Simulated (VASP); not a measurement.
Runs of VASP 6.6.1 on Be. The structure is that of space group P6_3/mmc (No. 194), or close to it. The cells are those of the table. 

```tsv
task	level	cell	k mesh	cutoff (eV)	k mesh for the DOS	occupations for the DOS	gap on the mesh (eV)	pressure (GPa)
single point	PBE+D3(BJ)	a = 2.285, b = 2.285, c = 3.584 Å, angles 90.0, 90.0, 120.0°, 2 atoms	9 × 9 × 6	520	-	-	none	-9.9
single point	r2SCAN	a = 2.214, b = 2.214, c = 3.500 Å, angles 90.0, 90.0, 120.0°, 2 atoms	21 × 21 × 12	520	-	-	none	(a)
single point	revPBE+D3(BJ)	a = 2.214, b = 2.214, c = 3.500 Å, angles 90.0, 90.0, 120.0°, 2 atoms	21 × 21 × 12	520	-	-	none	-5.8
relaxation of cell and atoms	PBE+D3(BJ)	relaxed from a = 2.285, b = 2.285, c = 3.584 Å, angles 90.0, 90.0, 120.0°, 2 atoms	9 × 9 × 6	600	-	-	none	-0.2
```

Alike in all rows: potentials or basis VASP PAW PBE potentials, release 64 (Be); no spin polarisation; smearing gaussian 0.1 eV.

Fill in the values left out.

(a) 8.8.

Caveats: pairwise dispersion overbinds metals, which lowers pressure and volume (some runs); the PAW data sets were made with another functional, which shifts forces and pressure a little (some runs).

A gap of «none» marks levels without a gap at the run's occupations.
